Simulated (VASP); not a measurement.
Set up this calculation in VASP 6.6.1, as the native input.

```yaml
Task: single point
Functional: PBE
Potentials_or_basis: VASP PAW PBE potentials, release 64 (Li_sv, F)
Cutoff: 520 eV
k_mesh: 10 × 10 × 10
Occupations: gaussian, width 0.05 eV
Spin: no spin polarisation
Dipole_correction: no
Further_INCAR_settings: ALGO = Normal; EDIFF = 1e-06; NBANDS = 12
```

The structure of LiF lies in POSCAR:

```
LiF
1.0
    0.0000000000      2.1197350000      2.0140000000
    2.1197350000      0.0000000000      2.0140000000
    2.1197350000      2.1197350000      0.0000000000
Li F
1 1
Direct
    0.0000000000      0.0000000000      0.0000000000
    0.5000000000      0.5000000000      0.5000000000
```

This cell differs from its parent crystal: strain +0.0525 x Voigt [1, 1, 0, 0, 0, 0].

These files were run (other wordings do the same):

INCAR

```
SYSTEM = LiF
  ALGO = Normal
  EDIFF = 1E-6
  ENCUT = 520
  GGA = PE
  ISIF = 2
  ISMEAR = 0
  LASPH = .True.
  LCHARG = .True.
  LELF = .True.
  LREAL = .False.
  LVHAR = .True.
  LWAVE = .False.
  NBANDS = 12
  NELM = 80
  PREC = Accurate
  SIGMA = 0.05
```

KPOINTS

```
k-points
0
Gamma
  10 10 10
  0 0 0
```

Potentials or basis: VASP PAW PBE potentials, release 64 (Li_sv, F).

Run with:

```bash
$ cat potpaw_PBE.64/Li_sv/POTCAR potpaw_PBE.64/F/POTCAR > POTCAR
$ mpirun -np 1 vasp_std > vasp.out
```

Results of the run:

```
Band gap on the k mesh : 8.19 eV, direct
```

Caveat: the cell differs from its parent crystal (strain +0.0525 x Voigt [1, 1, 0, 0, 0, 0]).

Wall time 6.9 s on 1 thread of Intel(R) Xeon(R) 6975P-C (Granite Rapids), with other jobs on the host, peak memory 0.14 GiB.
